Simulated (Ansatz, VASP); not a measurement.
## One calculation of Hg, two programs

```
Hg
1.0
     0.00000    3.49844    3.49844
     3.49844    0.00000    3.49844
     3.49844    3.49844    0.00000
Hg
1
Direct
  0.00000 0.00000 0.00000
```

Alike in both runs: task single point; functional RPBE; k mesh 9 × 9 × 9; occupations fermi-dirac, width 0.1 eV; no spin polarisation.

```csv
,VASP,Ansatz
version,VASP 6.6.1,Ansatz 0.2.0
potentials or method,"VASP PAW PBE potentials, release 64 (Hg), cutoff 520 eV","plane waves (420 eV) with PAW, scalar-relativistic"
valence electrons in the cell,12,20
```

```csv
,VASP,Ansatz,Ansatz less VASP
pressure (GPa),0.1,0.1,+0.03
```

VASP's potentials were made for PBE, not for RPBE. The functional is the same, so the differences come from potentials, cutoffs and numerics. VASP's potentials hold 12 valence electrons a cell and Ansatz's 20, so a difference there can come from the potentials and not from the codes.

Neither program's run includes spin-orbit coupling.
